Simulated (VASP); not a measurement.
A run of VASP 6.6.1:

File INCAR:

```
PREC     = Accurate       # precision mode
ENCUT    = 500            # plane-wave cutoff, eV
EDIFF    = 1E-6           # SCF threshold, eV
ISMEAR   = 1              # smearing method
SIGMA    = 0.019          # smearing width, eV
LREAL    = False          # projectors in reciprocal space
LASPH    = True           # aspherical terms in the spheres
NELM     = 120            # most SCF steps
ALGO     = Normal         # electronic algorithm
ISIF     = 2              # what is computed and relaxed
LWAVE    = False          # write WAVECAR
LCHARG   = False          # write CHGCAR
GGA      = PE             # functional
IVDW     = 12             # dispersion correction
NBANDS   = 8              # bands
GGA_COMPAT= False
```

The input KPOINTS:

```
Automatic mesh
0
Gamma
  10 10 10
```

The input POSCAR:

```
Al
1.0
   -1.6325674115      1.6325674115      1.6325674115
    1.6325674115     -1.6325674115      1.6325674115
    1.6325674115      1.6325674115     -1.6325674115
Al
1
Direct
    0.0000000000      0.0000000000      0.0000000000
```

Potentials or basis: VASP PAW PBE potentials, release 64 (Al).

The run is started by

```sh
$ cat potpaw_PBE.64/Al/POTCAR > POTCAR
$ mpirun -np 1 vasp_std > vasp.out
```

Hardware: 1 thread of AMD EPYC 7R13 (shared host).

How long does it take, and how much memory?

Wall time 12 s on 1 thread of AMD EPYC 7R13 (shared host), peak memory 0.11 GiB. Counts: scf iterations 9, k points 47.
